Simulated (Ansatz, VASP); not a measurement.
## CdSe in VASP and in Ansatz

```
Cd Se
1.0
     0.00000    2.69277    2.69277
     2.69277    0.00000    2.69277
     2.69277    2.69277    0.00000
Cd Se
1 1
Direct
  0.00000 0.00000 0.00000
  0.25000 0.25000 0.25000
```

Change from the starting cell: volume scaled by 0.72, crystal datasets.

Alike in both runs: task single point; functional LDA; k mesh 11 × 11 × 11; occupations fermi-dirac, width 0.05 eV; no spin polarisation.

|  | VASP | Ansatz |
| --- | --- | --- |
| version | VASP 6.6.1 | Ansatz 0.2.0 |
| potentials or method | VASP PAW LDA potentials, release 64 (Cd, Se), cutoff 500 eV | all-electron PAW with datasets made for the crystal, scalar-relativistic |

VASP gave:

* pressure (GPa): 42.9

Estimate Ansatz's values.

pressure (GPa): 41.1.

LDA's correlation is that of Perdew and Zunger in VASP and of Perdew and Wang (1992) in Ansatz. Both programs put the cell under a high pressure, so it lies far from rest at this level. Ansatz ran all-electron here, and VASP with PAW potentials.
